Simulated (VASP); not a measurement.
Write the native input for VASP 6.6.1 that does the following.

* Task: single point
* Functional: revPBE
* Potentials or basis: VASP PAW PBE potentials, release 64 (Tl_d)
* Cutoff: 520 eV
* k mesh: 11 × 11 × 3
* Occupations: fermi-dirac, width 0.1 eV
* Spin: no spin polarisation
* Dipole correction: no
* Further INCAR settings: ALGO = Normal; EDIFF = 1e-07; NBANDS = 34

The structure of Tl lies in POSCAR:

```
Tl
1.0
    3.5162743520      0.0000000000      0.0000000000
   -1.7581371760      3.0451829155      0.0000000000
    0.0000000000      0.0000000000     11.2854057032
Tl
4
Direct
    1.0000000000      1.0000000000      0.0000000000
    1.0000000000      1.0000000000      0.5000000000
    0.3333333333      0.6666666667      0.2500000000
    0.6666666667      0.3333333333      0.7500000000
```

This cell differs from its parent crystal: volume scaled by 0.92.

The input as run:

INCAR

```
PREC = Accurate ; ENCUT = 520
EDIFF = 1E-7 ; ISMEAR = -1
SIGMA = 0.1 ; LREAL = False
LASPH = True ; NELM = 80
ALGO = Normal ; ISIF = 2
LWAVE = False ; LCHARG = False
GGA = RE ; NBANDS = 34
```

KPOINTS

```
Automatic mesh
0
Gamma
  11 11 3
```

Potentials or basis: VASP PAW PBE potentials, release 64 (Tl_d).

Launch:

```bash
$ cat potpaw_PBE.64/Tl_d/POTCAR > POTCAR
$ mpirun -np 1 vasp_std > vasp.out
```

It gave:

```json
{
  "Pressure": "2.2 GPa",
  "Band gap on the k mesh": "zero (band 26 reaches 9.37 eV, above the bottom of band 27 at 5.15 eV)"
}
```

Caveat: the PAW data sets were made with another functional, which shifts forces and pressure a little; spin-orbit coupling is left out, which moves the levels of the heavy elements.

Wall time 100 s on 1 thread of Intel Xeon 6975P-C, with other jobs on the host, peak memory 0.28 GiB.
